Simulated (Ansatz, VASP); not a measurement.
**HC12 in VASP and in Ansatz**

The input INCAR:

```
SYSTEM = HC12
ALGO = Normal ; DIPOL = 0.5 0.5 0.292
EDIFF = 1E-6 ; ENCUT = 520
IDIPOL = 3 ; ISIF = 2
ISMEAR = 0 ; LASPH = .True.
LCHARG = .False. ; LDIPOL = .True.
LREAL = Auto ; LWAVE = .False.
NBANDS = 68 ; NELM = 80
PREC = Accurate ; SIGMA = 0.05
```

KPOINTS

```
k-points
0
Gamma
  6 4 1
  0 0 0
```

POSCAR

```
HC12
1.0
    4.8892663280      0.0000000000      0.0000000000
   -2.4446331640      6.7739291692      0.0000000000
    0.0000000000      0.0000000000     22.7684096771
C H
24 2
Direct
    0.4020794403      0.3041588806      0.1756820110
    0.4020794403      0.8041588805      0.1756820110
    0.9020794403      0.3041588806      0.1756820110
    0.9020794403      0.8041588805      0.1756820110
    0.1630408159      0.3260816317      0.2059829668
    0.1630408159      0.8260816317      0.2059829668
    0.6630408159      0.3260816317      0.2059829668
    0.6630408159      0.8260816317      0.2059829668
    0.1846395683      0.3692791367      0.2666259491
    0.1846395683      0.8692791367      0.2666259491
    0.6846395683      0.3692791367      0.2666259491
    0.6846395683      0.8692791367      0.2666259491
    0.4461625696      0.3923265051      0.2960492075
    0.4461625696      0.8923265051      0.2960492075
    0.9461625696      0.3923265051      0.2960492075
    0.9461625696      0.8923265051      0.2960492075
    0.4715644646      0.4431294558      0.3591099590
    0.4715644646      0.9431294558      0.3591099590
    0.9715644646      0.4431294558      0.3591099590
    0.9715644646      0.9431294558      0.3591099590
    0.2327030006      0.4654044969      0.3851129614
    0.2327030006      0.9654044969      0.3851129614
    0.7327030006      0.4654044969      0.3851129614
    0.7327030006      0.9654044969      0.3851129614
    0.2327030006      0.8834082800      0.4189317485
    0.2327030006      1.0474007138      0.4189317485
```

Input for Ansatz:

```yaml
crystal:
  lattice:
    - [4.889266328, 0.0, 0.0]
    - [-2.444633164, 6.7739291692, 0.0]
    - [0.0, 0.0, 22.7684096771]
  atoms:
    - { symbol: C, position: [0.4020794403, 0.3041588806, 0.175682011] }
    - { symbol: C, position: [0.4020794403, 0.8041588805, 0.175682011] }
    - { symbol: C, position: [0.9020794403, 0.3041588806, 0.175682011] }
    - { symbol: C, position: [0.9020794403, 0.8041588805, 0.175682011] }
    - { symbol: C, position: [0.1630408159, 0.3260816317, 0.2059829668] }
    - { symbol: C, position: [0.1630408159, 0.8260816317, 0.2059829668] }
    - { symbol: C, position: [0.6630408159, 0.3260816317, 0.2059829668] }
    - { symbol: C, position: [0.6630408159, 0.8260816317, 0.2059829668] }
    - { symbol: C, position: [0.1846395683, 0.3692791367, 0.2666259491] }
    - { symbol: C, position: [0.1846395683, 0.8692791367, 0.2666259491] }
    - { symbol: C, position: [0.6846395683, 0.3692791367, 0.2666259491] }
    - { symbol: C, position: [0.6846395683, 0.8692791367, 0.2666259491] }
    - { symbol: C, position: [0.4461625696, 0.3923265051, 0.2960492075] }
    - { symbol: C, position: [0.4461625696, 0.8923265051, 0.2960492075] }
    - { symbol: C, position: [0.9461625696, 0.3923265051, 0.2960492075] }
    - { symbol: C, position: [0.9461625696, 0.8923265051, 0.2960492075] }
    - { symbol: C, position: [0.4715644646, 0.4431294558, 0.359109959] }
    - { symbol: C, position: [0.4715644646, 0.9431294558, 0.359109959] }
    - { symbol: C, position: [0.9715644646, 0.4431294558, 0.359109959] }
    - { symbol: C, position: [0.9715644646, 0.9431294558, 0.359109959] }
    - { symbol: C, position: [0.2327030006, 0.4654044969, 0.3851129614] }
    - { symbol: C, position: [0.2327030006, 0.9654044969, 0.3851129614] }
    - { symbol: C, position: [0.7327030006, 0.4654044969, 0.3851129614] }
    - { symbol: C, position: [0.7327030006, 0.9654044969, 0.3851129614] }
    - { symbol: H, position: [0.2327030006, 0.88340828, 0.4189317485] }
    - { symbol: H, position: [0.2327030006, 1.0474007138, 0.4189317485] }
basis:
  ecutwfc: 420
kpoints:
  mp_grid: { grid: [6, 4, 1] }
hamiltonian:
  xc: lda
  pseudopotentials: { kind: paw, azcp: { folder: soft_1 } }
scf:
  occupations: { method: gaussian, width: 0.05 }
output:
  forces: true
  eigenvalues: true
efield:
  axis: 3
  dipole_correction: true
  ramp_width: 0.04
```

Alike in both runs: task single point; functional LDA; k mesh 6 × 4 × 1; occupations gaussian, width 0.05 eV; no spin polarisation.

```csv
,VASP,Ansatz
version,VASP 6.6.1,Ansatz 0.2.0
potentials or method,"VASP PAW LDA potentials, release 64 (C, H), cutoff 520 eV","scalar-relativistic, plane waves, PAW"
valence electrons in the cell,98,98
```

Ansatz gave:

* gap on the k mesh at the Fermi level (eV): none
* rms of the force components (eV/Å): 1.788

Problem. Estimate VASP's values.

Solution. gap on the k mesh at the Fermi level (eV): none; rms of the force components (eV/Å): 1.791.

Ansatz warns that its potentials were made for another functional, while VASP's fit it. LDA's correlation is that of Perdew and Zunger in VASP and of Perdew and Wang (1992) in Ansatz. Atom by atom the forces differ by 0.023 eV/Å (rms over components). A gap of «none» marks a metal or a gap that the smearing closes.
